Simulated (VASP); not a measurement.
# AlNi (Pm-3m) in VASP: a series of runs

AlNi is run at these levels: PBE; tasks: electric field gradients.

Everything below comes from runs of VASP 6.6.1. Logs are shortened: lines on timing, memory, paths and dates and some standing lists are left out, and cuts for length are marked.

### 1 The cell of the first run

The structure is cubic, space group Pm-3m (No. 221). Conventional cell: a = 2.842 Å, b = 2.842 Å, c = 2.842 Å, α = 90.00°, β = 90.00°, γ = 90.00°. Within 3.2 Å of Al (site symmetry m-3m) lie 8 Ni at 2.46 Å and 6 Al at 2.84 Å. Ni (site symmetry m-3m) has 8 Al at 2.46 Å and 6 Ni at 2.84 Å within 3.2 Å.

### 2 Electric field gradients, PBE, collinear spin, ferromagnetic start (11.48 Å³/atom)

Contents of INCAR:

```
SYSTEM = AlNi
PREC = Accurate
ENCUT = 520
EDIFF = 1E-8
ISMEAR = -1
SIGMA = 0.05
LREAL = .FALSE.
LASPH = .TRUE.
NELM = 150
ALGO = Normal
ISIF = 2
LWAVE = .FALSE.
LCHARG = .FALSE.
ISPIN = 2
MAGMOM = 0 1.5
LORBIT = 11
LMAXMIX = 4
GGA = PE
LEFG = .TRUE.
NBANDS = 18
```

Contents of KPOINTS:

```
regular mesh
0
G
  13 13 13
  0 0 0
```

Contents of POSCAR:

```
AlNi
1.0
    2.8420627945      0.0000000000      0.0000000000
    0.0000000000      2.8420627945      0.0000000000
    0.0000000000      0.0000000000      2.8420627945
Al Ni
1 1
Direct
    0.0000000000      0.0000000000      0.0000000000
    0.5000000000      0.5000000000      0.5000000000
```

Potentials or basis: VASP PAW PBE potentials, release 64 (Al, Ni).

Command:

```
$ cat potpaw_PBE.64/Al/POTCAR potpaw_PBE.64/Ni/POTCAR > POTCAR
$ mpirun -np 1 vasp_std > vasp.out
```

OUTCAR:

```text
SYSTEM = AlNi
   PREC = Accurate
   ENCUT = 520
   EDIFF = 1E-8
   ISMEAR = -1
   LREAL = .FALSE.
   LASPH = .TRUE.
   NELM = 150
   ISIF = 2
   ISPIN = 2
   LORBIT = 11
   GGA = PE

 ion  position               nearest neighbor table
   1  0.000  0.000  0.000-   2 2.46   2 2.46   2 2.46   2 2.46   2 2.46   2 2.46   2 2.46   2 2.46

   2  0.500  0.500  0.500-   1 2.46   1 2.46   1 2.46   1 2.46   1 2.46   1 2.46   1 2.46   1 2.46

  LATTYP: Found a simple cubic cell.
 ALAT       =     2.8420627945

  Lattice vectors:

 A1 = (   2.8420627945,   0.0000000000,   0.0000000000)
 A2 = (   0.0000000000,   2.8420627945,   0.0000000000)
 A3 = (   0.0000000000,   0.0000000000,   2.8420627945)

Analysis of symmetry for initial positions (statically):
=====================================================================
 Subroutine PRICEL returns:
 Original cell was already a primitive cell.

 Routine SETGRP: Setting up the symmetry group for a
 simple cubic supercell.

 Subroutine GETGRP returns: Found 48 space group operations
 (whereof 48 operations were pure point group operations)
 out of a pool of 48 trial point group operations.

The static configuration has the point symmetry O_h .

Analysis of symmetry for dynamics (positions and initial velocities):
=====================================================================
 Subroutine PRICEL returns:
 Original cell was already a primitive cell.

 Routine SETGRP: Setting up the symmetry group for a
 simple cubic supercell.

 Subroutine GETGRP returns: Found 48 space group operations
 (whereof 48 operations were pure point group operations)
 out of a pool of 48 trial point group operations.

The dynamic configuration has the point symmetry O_h .

Analysis of structural, dynamic, and magnetic symmetry:
=====================================================================
 Subroutine PRICEL returns:
 Original cell was already a primitive cell.

 Routine SETGRP: Setting up the symmetry group for a
 simple cubic supercell.

 Subroutine GETGRP returns: Found 48 space group operations
 (whereof 48 operations were pure point group operations)
 out of a pool of 48 trial point group operations.

The overall configuration has the point symmetry O_h .

 Subroutine INISYM returns: Found 48 space group operations
 (whereof 48 operations are pure point group operations),
 and found     1 'primitive' translations

----------------------------------------------------------------------------------------

                                     Primitive cell

  volume of cell :      22.9563

  direct lattice vectors                    reciprocal lattice vectors
     2.842062794  0.000000000  0.000000000     0.351857110  0.000000000  0.000000000
     0.000000000  2.842062794  0.000000000     0.000000000  0.351857110  0.000000000
     0.000000000  0.000000000  2.842062794     0.000000000  0.000000000  0.351857110

  length of vectors
     2.842062794  2.842062794  2.842062794     0.351857110  0.351857110  0.351857110

  position of ions in fractional coordinates (direct lattice)
     0.000000000  0.000000000  0.000000000
     0.500000000  0.500000000  0.500000000

  ion indices of the primitive-cell ions
   primitive index   ion index
                 1           1
                 2           2

----------------------------------------------------------------------------------------

 KPOINTS: regular mesh

Automatic generation of k-mesh.
 Grid dimensions read from file:
 generate k-points for:   13   13   13

 Generating k-lattice:

  Cartesian coordinates                     Fractional coordinates (reciprocal lattice)
     0.027065932  0.000000000  0.000000000     0.076923077  0.000000000  0.000000000
     0.000000000  0.027065932  0.000000000     0.000000000  0.076923077  0.000000000
     0.000000000  0.000000000  0.027065932     0.000000000  0.000000000  0.076923077

  Length of vectors
     0.027065932  0.027065932  0.027065932

  Shift w.r.t. Gamma in fractional coordinates (k-lattice)
     0.000000000  0.000000000  0.000000000

 Subroutine IBZKPT returns following result:
 ===========================================

 Found     84 irreducible k-points:

 Following reciprocal coordinates:
            Coordinates               Weight
  0.000000  0.000000  0.000000      1.000000
  0.076923  0.000000  0.000000      6.000000
  0.153846  0.000000  0.000000      6.000000
  0.230769  0.000000  0.000000      6.000000
  0.307692  0.000000  0.000000      6.000000
  0.384615  0.000000  0.000000      6.000000
[... 16 lines left out ...]
  0.307692  0.307692  0.000000     12.000000
  0.384615  0.307692  0.000000     24.000000
 [... further k-points ...]
   k-points           NKPTS =     84   k-points in BZ     NKDIM =     84   number of bands    NBANDS=     18
   number of dos      NEDOS =    301   number of ions     NIONS =      2
   total plane-waves  NPLWV =  13824
   dimension x,y,z NGX =    24 NGY =   24 NGZ =   24
   dimension x,y,z NGXF=    48 NGYF=   48 NGZF=   48
   ions per type =               1   1
   NGX,Y,Z   is equivalent  to a cutoff of  14.04, 14.04, 14.04 a.u.
   NGXF,Y,Z  is equivalent  to a cutoff of  28.08, 28.08, 28.08 a.u.
 SYSTEM =  AlNi
   PREC   = accura    normal or accurate (medium, high low for compatibility)
   ISTART =      0    job   : 0-new  1-cont  2-samecut
   ICHARG =      2    charge: 1-file 2-atom 10-const
   ISPIN  =      2    spin polarized calculation?
   LNONCOLLINEAR =      F non collinear calculations
   LSORBIT =      F    spin-orbit coupling
   LASPH  =      T    aspherical Exc in radial PAW
   ENCUT  =  520.0 eV  38.22 Ry    6.18 a.u.   5.28  5.28  5.28*2*pi/ulx,y,z
   NELM   =    150;   NELMIN=  2; NELMDL= -5     # of ELM steps
   EDIFF  = 0.1E-07   stopping-criterion for ELM
   LREAL  =      F    real-space projection
   EDIFFG = 0.1E-06   stopping-criterion for IOM
   NSW    =      0    number of steps for IOM
   IBRION =     -1    ionic relax: 0-MD 1-quasi-New 2-CG
   NFREE  =      0    steps in history (QN), initial steepest desc. (CG)
   ISIF   =      2    stress and relaxation
   ISYM   =      2    0-nonsym 1-usesym 2-fastsym
   POTIM  = 0.5000    time-step for ionic-motion
   TEBEG  =    0.0;   TEEND  =   0.0 temperature during run
   PSTRESS=    0.0 pullay stress
   NELECT =      13.0000    total number of electrons
   NUPDOWN=      -1.0000    fix difference up-down
   EMIN   =  10.00;   EMAX   =-10.00  energy-range for DOS
   EFERMI =   0.00;   METHOD = LEGACY
   ISMEAR =    -1;   SIGMA  =   0.05  broadening in eV -4-tet -1-fermi 0-gaus
   EFERMI_NEDOS =   21; number of points for ismear=-14 and -15
   IALGO  =     38    algorithm
   IMIX   =      4    mixing-type and parameters
     AMIX     =   0.40;   BMIX     =  1.00
     AMIX_MAG =   1.60;   BMIX_MAG =  1.00
  volume/ion in A,a.u.               =      11.48        77.46
  Fermi-wavevector in a.u.,A,eV,Ry     =   1.354427  2.559496 24.959515  1.834473
  Thomas-Fermi vector in A             =   2.481600
   LORBIT       =     11    0 simple, 1 ext, 2 COOP (PROOUT), +10 PAW based schemes
   GGA     = PE    functional components
   LHFCALC =     F    Hartree Fock is set to
   AEXX    =    0.0000 exact exchange contribution
   IVDW    =     0    specifies the selected vdW correction
   LEPSILON=     F    determine dielectric tensor
   LRPA    =     F    only Hartree local field effects (RPA)
 spin polarized calculation
  energy-cutoff  :      520.00
  volume of cell :       22.96
 maximum number of plane-waves:       635
 NGX is ok and might be reduce to    24
   NGX = 11   NGY = 11   NGZ = 11

 number of electron      13.0000000 magnetization       0.0004618

 number of electron      13.0000000 magnetization      -0.0000367

 Free energy of the ion-electron system (eV)
  ---------------------------------------------------
  ext. energy  EPLUGINS =         0.00000000
  ---------------------------------------------------
  free energy    TOTEN  =       -10.51016618 eV

  energy without entropy =      -10.50569227  energy(sigma->0) =      -10.50792922

 E-fermi :  10.5577     XC(G=0): -12.2459

 val. band max:       10.5124527996   @ k =   0.3846   0.2308   0.1538
 cond. band min:      10.6169883061   @ k =   0.3846   0.3077   0.1538
 fundamental gap:      0.1045355064
 Fermi energy:        10.5577281917

 spin component 1

 k-point     1 :       0.0000    0.0000    0.0000
  band No.  band energies     occupation
      1      -0.8642      1.00000
      2       7.1495      1.00000
      3       7.1495      1.00000
      4       8.9498      1.00000
      5       8.9498      1.00000
      6       8.9498      1.00000
[... 10 lines left out ...]
     17      34.3358      0.00000
     18      34.3358      0.00000
[... 463 lines left out ...]
 k-point    24 :       0.3846    0.3077    0.0000
  band No.  band energies     occupation
      1       3.3370      1.00000
      2       6.2164      1.00000
      3       7.5082      1.00000
      4       8.0744      1.00000
      5       8.3988      1.00000
      6       8.5644      1.00000
[... 10 lines left out ...]
     17      33.1107      0.00000
     18      36.1399      0.00000

 [... further k-points ...]

 spin component 2

 k-point     1 :       0.0000    0.0000    0.0000
  band No.  band energies     occupation
      1      -0.8642      1.00000
      2       7.1495      1.00000
      3       7.1495      1.00000
      4       8.9498      1.00000
      5       8.9498      1.00000
      6       8.9498      1.00000
[... 10 lines left out ...]
     17      34.3358      0.00000
     18      34.3358      0.00000
[... 463 lines left out ...]
 k-point    24 :       0.3846    0.3077    0.0000
  band No.  band energies     occupation
      1       3.3370      1.00000
      2       6.2163      1.00000
      3       7.5082      1.00000
      4       8.0743      1.00000
      5       8.3987      1.00000
      6       8.5644      1.00000
[... 10 lines left out ...]
     17      33.1107      0.00000
     18      36.1399      0.00000

 [... further k-points ...]

------------------------ aborting loop because EDIFF is reached ----------------------------------------

  FORCE on cell =-STRESS in cart. coord.  units (eV):
  Direction    XX          YY          ZZ          XY          YZ          ZX
  --------------------------------------------------------------------------------------
  -------------------------------------------------------------------------------------
  Total        1.3524523      1.3524523      1.3524523     -0.0000000     -0.0000000      0.0000000
  in kB       94.3912063     94.3912063     94.3912063     -0.0000000     -0.0000000      0.0000000
  external PRESSURE =      94.3912063 kB  Pullay stress =       0.0000000 kB

 VOLUME and BASIS-vectors are now :
 -----------------------------------------------------------------------------
  energy-cutoff  :      520.00
  volume of cell :       22.96
      direct lattice vectors                 reciprocal lattice vectors
     2.842062794  0.000000000  0.000000000     0.351857110  0.000000000  0.000000000
     0.000000000  2.842062794  0.000000000     0.000000000  0.351857110  0.000000000
     0.000000000  0.000000000  2.842062794     0.000000000  0.000000000  0.351857110

 POSITION                                       TOTAL-FORCE (eV/Angst)
 -----------------------------------------------------------------------------------
      0.00000      0.00000      0.00000         0.000000      0.000000      0.000000
      1.42103      1.42103      1.42103         0.000000      0.000000      0.000000
 -----------------------------------------------------------------------------------
    total drift:                                0.000000      0.000000     -0.000000

  FREE ENERGIE OF THE ION-ELECTRON SYSTEM (eV)
  ---------------------------------------------------
  free  energy   TOTEN  =       -10.5101661819 eV

  energy  without entropy=      -10.5056922680  energy(sigma->0) =      -10.50792922

 Electric field gradients (V/A^2)
---------------------------------------------------------------------
 ion       V_xx      V_yy      V_zz      V_xy      V_xz      V_yz
---------------------------------------------------------------------
   1      -0.000    -0.000    -0.000    -0.000     0.000    -0.000
   2      -0.000    -0.000    -0.000    -0.000     0.000    -0.000
---------------------------------------------------------------------

 Electric field gradients after diagonalization (V/A^2)
 (convention: |V_zz| > |V_xx| > |V_yy|)
----------------------------------------------------------------------
 ion       V_xx      V_yy      V_zz     asymmetry (V_yy - V_xx)/ V_zz
----------------------------------------------------------------------
   1      -0.000    -0.000    -0.000      -0.039
   2      -0.000    -0.000    -0.000      -0.154
----------------------------------------------------------------------

           NMR quadrupolar parameters

 Cq : quadrupolar parameter    Cq=e*Q*V_zz/h
 eta: asymmetry parameters     (V_yy - V_xx)/ V_zz
 Q  : nuclear electric quadrupole moment in mb (millibarn)
----------------------------------------------------------------------
 ion       Cq(MHz)       eta       Q (mb)
----------------------------------------------------------------------
   1      -0.000      -0.039       1.000
   2      -0.000      -0.154       1.000
----------------------------------------------------------------------

 total charge

# of ion       s       p       d       tot
------------------------------------------
    1        0.388   0.432   0.000   0.820
    2        0.492   0.553   8.495   9.539
--------------------------------------------------
tot          0.880   0.985   8.495  10.359

 magnetization (x)

# of ion       s       p       d       tot
------------------------------------------
    1       -0.000  -0.000   0.000  -0.000
    2        0.000   0.000  -0.000  -0.000
--------------------------------------------------
tot         -0.000  -0.000  -0.000  -0.000
```

Wall time 23 s (1 thread of Intel Xeon 6975P-C (Granite Rapids), shared host); peak memory 0.18 GiB.

What came out:

```yaml
Free_energy: -10.5102 eV
Pressure: 9.4 GPa
Net_moment: 0.00 μB per cell
Largest_electric_field_gradient_by_atom: zero within the noise of the run
Valence_electrons_inside_the_program's_atomic_spheres: Al 0.82; Ni 9.54
```

Levels at points of the mesh, in eV from the Fermi level:
Spin up:
| k point | band 3 | band 4 | band 5 | band 6 | band 7 | band 8 | band 9 | band 10 |
| --- | --- | --- | --- | --- | --- | --- | --- | --- |
| (0.00, 0.00, 0.00) | -3.41 | -1.61 | -1.61 | -1.61 | 5.69 | 5.69 | 5.69 | 8.28 |
Spin down:
| k point | band 4 | band 5 | band 6 | band 7 | band 8 | band 9 |
| --- | --- | --- | --- | --- | --- | --- |
| (0.00, 0.00, 0.00) | -1.61 | -1.61 | -1.61 | 5.69 | 5.69 | 5.69 |

Caveat: the cell stands under pressure.

### 3 Electric field gradients, PBE, collinear spin, ferromagnetic start (11.72 Å³/atom)

This run uses another cell than the first one, of 11.72 Å³/atom.

Contents of INCAR:

```
ALGO = Normal
EDIFF = 1E-8
ENCUT = 520
GGA = PE
ISIF = 2
ISMEAR = -1
ISPIN = 2
LASPH = T
LCHARG = F
LEFG = T
LMAXMIX = 4
LORBIT = 11
LREAL = F
LWAVE = F
MAGMOM = 0 1.5
NBANDS = 18
NELM = 150
PREC = Accurate
SIGMA = 0.05
```

Contents of KPOINTS:

```
k-points
0
Gamma
  13 13 13
```

Contents of POSCAR:

```
AlNi
1.0
    2.8616638469      0.0000000000      0.0000000000
    0.0000000000      2.8616638469      0.0000000000
    0.0000000000      0.0000000000      2.8616638469
Al Ni
1 1
Direct
    0.0000000000      0.0000000000      0.0000000000
    0.5000000000      0.5000000000      0.5000000000
```

Potentials or basis: VASP PAW PBE potentials, release 64 (Al, Ni).

Command:

```
$ cat potpaw_PBE.64/Al/POTCAR potpaw_PBE.64/Ni/POTCAR > POTCAR
$ mpirun -np 1 vasp_std > vasp.out
```

OUTCAR:

```text
EDIFF = 1E-8
   ENCUT = 520
   GGA = PE
   ISIF = 2
   ISMEAR = -1
   ISPIN = 2
   LASPH = T
   LORBIT = 11
   LREAL = F
   NELM = 150
   PREC = Accurate

 ion  position               nearest neighbor table
   1  0.000  0.000  0.000-   2 2.48   2 2.48   2 2.48   2 2.48   2 2.48   2 2.48   2 2.48   2 2.48

   2  0.500  0.500  0.500-   1 2.48   1 2.48   1 2.48   1 2.48   1 2.48   1 2.48   1 2.48   1 2.48

  LATTYP: Found a simple cubic cell.
 ALAT       =     2.8616638469

[... 1256 lines left out ...]
   2      -0.000    -0.000     0.000     0.000     0.000     0.000
---------------------------------------------------------------------

 Electric field gradients after diagonalization (V/A^2)
 (convention: |V_zz| > |V_xx| > |V_yy|)
----------------------------------------------------------------------
 ion       V_xx      V_yy      V_zz     asymmetry (V_yy - V_xx)/ V_zz
----------------------------------------------------------------------
   1      -0.000    -0.000    -0.000      -0.195
   2       0.000    -0.000    -0.000       1.165
----------------------------------------------------------------------

           NMR quadrupolar parameters

 Cq : quadrupolar parameter    Cq=e*Q*V_zz/h
 eta: asymmetry parameters     (V_yy - V_xx)/ V_zz
 Q  : nuclear electric quadrupole moment in mb (millibarn)
----------------------------------------------------------------------
 ion       Cq(MHz)       eta       Q (mb)
----------------------------------------------------------------------
   1      -0.000      -0.195       1.000
   2      -0.000       1.165       1.000
----------------------------------------------------------------------

 total charge

# of ion       s       p       d       tot
------------------------------------------
    1        0.386   0.423   0.000   0.808
    2        0.483   0.534   8.484   9.501
--------------------------------------------------
tot          0.869   0.956   8.484  10.310

 magnetization (x)

# of ion       s       p       d       tot
------------------------------------------
    1       -0.000  -0.000   0.000  -0.000
    2       -0.000   0.000  -0.000  -0.000
--------------------------------------------------
tot         -0.000   0.000  -0.000  -0.000
```

It took 24 s on 1 thread of Intel Xeon 6975P-C (Granite Rapids), shared host; peak memory 0.18 GiB.

What came out:

```yaml
Free_energy: -10.5324 eV
Pressure: 5.5 GPa
Net_moment: 0.00 μB per cell
Largest_electric_field_gradient_by_atom: zero within the noise of the run
Valence_electrons_inside_the_program's_atomic_spheres: Al 0.81; Ni 9.50
```

Caveat: the cell stands under pressure.
